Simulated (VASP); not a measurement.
# Bi (R-3m) in VASP: notebook

The runs below take Bi through relaxation of cell and atoms, single point, with PBEsol.

All numbers are computed with VASP 6.6.1; they aren't measurements. Logs are shortened: lines on timing, memory, paths and dates and some standing lists are left out, and cuts for length are marked.

## 1. The cell of the first run

The structure is trigonal, space group R-3m (No. 166). Conventional cell: a = 4.471 Å, b = 4.471 Å, c = 12.436 Å, α = 90.00°, β = 90.00°, γ = 120.00°. Bi (site symmetry 3m) has 6 Bi at 2.99 to 3.69 Å within 3.9 Å.

## 2. Relaxation of cell and atoms, PBEsol

File INCAR:

```
SYSTEM = Bi
PREC = Accurate
ENCUT = 600
EDIFF = 1E-6
ISMEAR = 0
SIGMA = 0.1
LREAL = .False.
LASPH = .True.
NELM = 60
ALGO = Fast
ISIF = 3
LWAVE = .False.
LCHARG = .False.
GGA = PS
IBRION = 2
NSW = 90
EDIFFG = -0.04
```

File KPOINTS:

```
regular mesh
0
Gamma
  6 6 6
  0 0 0
```

File POSCAR:

```
Bi
1.0
    2.2354450467      1.2906347995      4.1453648247
   -2.2354450467      1.2906347995      4.1453648247
    0.0000000000     -2.5812695989      4.1453648247
Bi
2
Direct
    0.2275400000      0.2275400000      0.2275400000
    0.7724600000      0.7724600000      0.7724600000
```

Potentials or basis: VASP PAW PBE potentials, release 64 (Bi_d).

Run with:

```console
$ cat potpaw_PBE.64/Bi_d/POTCAR > POTCAR
$ mpirun -np 1 vasp_std > vasp.out
```

OUTCAR:

```text
SYSTEM = Bi
   PREC = Accurate
   ENCUT = 600
   EDIFF = 1E-6
   ISMEAR = 0
   LREAL = .False.
   LASPH = .True.
   NELM = 60
   ISIF = 3
   GGA = PS
   IBRION = 2
   NSW = 90
   EDIFFG = -0.04

 ion  position               nearest neighbor table
   1  0.228  0.228  0.228-   2 2.99   2 2.99   2 2.99   2 3.69   2 3.69   2 3.69
   2  0.772  0.772  0.772-   1 2.99   1 2.99   1 2.99   1 3.69   1 3.69   1 3.69

  LATTYP: Found a trigonal (rhomboedric) cell.
 ALAT       =     4.8833392543
 COS(alpha) =     0.5808936906

  Lattice vectors:

 A1 = (   2.2354450467,   1.2906347995,   4.1453648247)
 A2 = (  -2.2354450467,   1.2906347995,   4.1453648247)
 A3 = (   0.0000000000,  -2.5812695989,   4.1453648247)

Analysis of symmetry for initial positions (statically):
=====================================================================
 Subroutine PRICEL returns:
 Original cell was already a primitive cell.

 Routine SETGRP: Setting up the symmetry group for a
 trigonal (rhombohedral) supercell.

 Subroutine GETGRP returns: Found 12 space group operations
 (whereof 12 operations were pure point group operations)
 out of a pool of 12 trial point group operations.

The static configuration has the point symmetry D_3d.

Analysis of symmetry for dynamics (positions and initial velocities):
=====================================================================
 Subroutine PRICEL returns:
 Original cell was already a primitive cell.

 Routine SETGRP: Setting up the symmetry group for a
 trigonal (rhombohedral) supercell.

 Subroutine GETGRP returns: Found 12 space group operations
 (whereof 12 operations were pure point group operations)
 out of a pool of 12 trial point group operations.

The dynamic configuration has the point symmetry D_3d.

 Subroutine INISYM returns: Found 12 space group operations
 (whereof 12 operations are pure point group operations),
 and found     1 'primitive' translations

----------------------------------------------------------------------------------------

                                     Primitive cell

  volume of cell :      71.7598

  direct lattice vectors                    reciprocal lattice vectors
     2.235445047  1.290634800  4.145364825     0.223669108  0.129135420  0.080411097
[... 101 lines left out ...]
   ISMEAR =     0;   SIGMA  =   0.10  broadening in eV -4-tet -1-fermi 0-gaus
   EFERMI_NEDOS =   21; number of points for ismear=-14 and -15
   IALGO  =     68    algorithm
   IMIX   =      4    mixing-type and parameters
     AMIX     =   0.40;   BMIX     =  1.00
     AMIX_MAG =   1.60;   BMIX_MAG =  1.00
  volume/ion in A,a.u.               =      35.88       242.13
  Fermi-wavevector in a.u.,A,eV,Ry     =   1.224113  2.313238 20.387681  1.498452
  Thomas-Fermi vector in A             =   2.359199
   LORBIT       =      0    0 simple, 1 ext, 2 COOP (PROOUT), +10 PAW based schemes
   GGA     = PS    functional components
   LHFCALC =     F    Hartree Fock is set to
   AEXX    =    0.0000 exact exchange contribution
   IVDW    =     0    specifies the selected vdW correction
   LEPSILON=     F    determine dielectric tensor
   LRPA    =     F    only Hartree local field effects (RPA)
 conjugate gradient relaxation of ions
 non-spin polarized calculation
 RMM-DIIS sequential band-by-band and
 Gauss-broadening in eV      SIGMA  =   0.10
  energy-cutoff  :      600.00
  volume of cell :       71.76
 maximum number of plane-waves:      2410
   NGX = 19   NGY = 19   NGZ = 19

--------------------------------------- Ionic step        1  -------------------------------------------

 number of electron      30.0000000 magnetization

 Free energy of the ion-electron system (eV)
  ---------------------------------------------------
  ext. energy  EPLUGINS =         0.00000000
  ---------------------------------------------------
  free energy    TOTEN  =        -8.56317501 eV

  energy without entropy =       -8.56056673  energy(sigma->0) =       -8.56187087

------------------------ aborting loop because EDIFF is reached ----------------------------------------

  FORCE on cell =-STRESS in cart. coord.  units (eV):
  Direction    XX          YY          ZZ          XY          YZ          ZX
  --------------------------------------------------------------------------------------
  -------------------------------------------------------------------------------------
  Total        0.5903053      0.5903053      0.0966329      0.0000000      0.0000000      0.0000000
  in kB       13.1797101     13.1797101      2.1575169      0.0000000      0.0000000      0.0000000
  external PRESSURE =       9.5056457 kB  Pullay stress =       0.0000000 kB
[... 89 lines left out ...]
  FREE ENERGIE OF THE ION-ELECTRON SYSTEM (eV)
  ---------------------------------------------------
  free  energy   TOTEN  =        -8.5900560827 eV

  energy  without entropy=       -8.5873975696  energy(sigma->0) =       -8.58872683

[... ionic steps 4 to 7 ...]

--------------------------------------- Ionic step        8  -------------------------------------------

 number of electron      30.0000003 magnetization

------------------------ aborting loop because EDIFF is reached ----------------------------------------
[... 67 lines left out ...]
--------------------------------------- Ionic step       10  -------------------------------------------

 number of electron      30.0000001 magnetization

 Free energy of the ion-electron system (eV)
  ---------------------------------------------------
  ext. energy  EPLUGINS =         0.00000000
  ---------------------------------------------------
  free energy    TOTEN  =        -8.62648041 eV

  energy without entropy =       -8.62413467  energy(sigma->0) =       -8.62530754

 E-fermi :   6.3009     XC(G=0):  -9.7839

 val. band max:        6.2784006691   @ k =  -0.3333   0.5000   0.3333
 cond. band min:       6.7929705492   @ k =   0.5000  -0.0000  -0.0000
 fundamental gap:      0.5145698801
 Fermi energy:         6.3008753100

 k-point     1 :       0.0000    0.0000    0.0000
  band No.  band energies     occupation
      1     -16.5137      2.00000
      2     -16.5137      2.00000
      3     -16.3549      2.00000
      4     -16.3549      2.00000
      5     -16.3422      2.00000
      6     -16.1615      2.00000
[... 505 lines left out ...]
      6     -16.2379      2.00000
[... 11 lines left out ...]
     18      12.0405      0.00000
     19      12.4824      0.00000

 [... further k-points ...]
[... 5 lines left out ...]
  --------------------------------------------------------------------------------------
  -------------------------------------------------------------------------------------
  Total        0.0587215      0.0587215      0.0383341      0.0000000      0.0000000      0.0000000
  in kB        1.3603474      1.3603474      0.8880513      0.0000000      0.0000000      0.0000000
  external PRESSURE =       1.2029154 kB  Pullay stress =       0.0000000 kB
[... 17 lines left out ...]
  FREE ENERGIE OF THE ION-ELECTRON SYSTEM (eV)
  ---------------------------------------------------
  free  energy   TOTEN  =        -8.6264804119 eV

  energy  without entropy=       -8.6241346742  energy(sigma->0) =       -8.62530754

 reached required accuracy - stopping structural energy minimisation
```

CONTCAR:

```text
Bi
   1.00000000000000
     2.2565241217115033    1.3028048091305107    3.9209162843697682
    -2.2565241217115033    1.3028048091305107    3.9209162843697682
     0.0000000000000000   -2.6056096181656345    3.9209162843715064
  Bi
     2
Direct
     0.2351934183464011    0.2351934183464011    0.2351934183464023
     0.7648065816535988    0.7648065816535988    0.7648065816535976

  0.00000000E+00  0.00000000E+00  0.00000000E+00
  0.00000000E+00  0.00000000E+00  0.00000000E+00
```

Run time: 9.2 min. Hardware: 1 thread of Intel Xeon Platinum 8259CL at 2.50GHz (Skylake/Cascade Lake), shared host; peak memory 0.28 GiB.

Results:

- Free energy: -8.6265 eV
- Relaxed volume: 34.58 Å³/atom
- Relaxed cell: a = 4.708 Å, b = 4.708 Å, c = 4.708 Å, α = 57.28°, β = 57.28°, γ = 57.28°
- Space group after relaxing (to 0.05 Å): R-3m (No. 166)
- Energy gained by relaxing: 31.7 meV/atom
- Ionic steps: 10
- Pressure after relaxing: 0.1 GPa
- Largest force after relaxing: 0.009 eV/Å
- Band gap on the k mesh: zero (band 15 reaches 6.28 eV, above the bottom of band 16 at 6.09 eV)

Forces on the atoms (eV/Å):
```
Bi   0.000  0.000 -0.009
Bi   0.000  0.000  0.009
```

The path:
```
step  energy change (eV)  largest force (eV/Å)  pressure (GPa)  volume (Å³)
   1              0.0000                0.6860            0.95        71.76
   2             -0.0265                0.1565           -1.38        73.99
   3             -0.0269                0.2144           -1.17        73.74
   4             -0.0480                0.1272           -0.81        71.89
   5             -0.0562                0.0584            0.98        67.86
   6             -0.0603                0.0206            0.28        69.35
   7             -0.0603                0.0116            0.25        69.26
   8             -0.0626                0.0462           -0.07        69.50
   9             -0.0627                0.0611           -0.17        69.56
  10             -0.0633                0.0089            0.12        69.16
```

Final structure:
```
Bi
1.0
     2.25652    1.30280    3.92092
    -2.25652    1.30280    3.92092
     0.00000   -2.60561    3.92092
Bi
2
Direct
  0.23519 0.23519 0.23519
  0.76481 0.76481 0.76481
```

Caveat: the PAW data sets were made with another functional, which shifts forces and pressure a little; spin-orbit coupling is left out, which moves the levels of the heavy elements.

## 3. Single point, PBEsol

This run uses another cell than the first one, of 34.42 Å³/atom, 0.959 times its volume.

File INCAR:

```
  ALGO = Fast
  EDIFF = 1E-6
  ENCUT = 520
  GGA = PS
  ISIF = 2
  ISMEAR = 0
  LASPH = True
  LCHARG = False
  LREAL = False
  LWAVE = False
  NBANDS = 22
  NELM = 100
  PREC = Accurate
  SIGMA = 0.1
```

File KPOINTS:

```
k-points
0
Gamma
  15 15 15
```

File POSCAR:

```
Bi
1.0
    2.2623491945      1.3061679164      3.8824972606
   -2.2623491945      1.3061679164      3.8824972606
    0.0000000000     -2.6123358328      3.8824972606
Bi
2
Direct
    0.2368165562      0.2368165562      0.2368165562
    0.7631834438      0.7631834438      0.7631834438
```

Potentials or basis: VASP PAW PBE potentials, release 64 (Bi_d).

Run with:

```console
$ cat potpaw_PBE.64/Bi_d/POTCAR > POTCAR
$ mpirun -np 1 vasp_std > vasp.out
```

Wall time 9.6 min (1 thread of Intel Xeon Platinum 8259CL at 2.50GHz (Skylake/Cascade Lake), shared host); peak memory 0.51 GiB.

It converged, with:

| Quantity | Value |
| --- | --- |
| Free energy | -8.6032 eV |
| Pressure | 0.0 GPa |
| Largest force | 0.006 eV/Å |
| Band gap on the k mesh | zero (band 15 reaches 6.38 eV, above the bottom of band 16 at 6.26 eV) |

Forces in eV/Å, atoms in the order of the input:
```
Bi   0.000  0.000  0.006
Bi   0.000  0.000 -0.006
```

Levels at points of the mesh, in eV from the Fermi level:
| k point | band 11 | band 12 | band 13 | band 14 | band 15 | band 16 | band 17 | band 18 | band 19 | band 20 |
| --- | --- | --- | --- | --- | --- | --- | --- | --- | --- | --- |
| (0.00, 0.00, 0.00) | -13.20 | -7.41 | -1.51 | -1.24 | -1.24 | 2.73 | 3.05 | 3.05 | 5.50 | 5.68 |

Caveat: the PAW data sets were made with another functional, which shifts forces and pressure a little; spin-orbit coupling is left out, which moves the levels of the heavy elements.
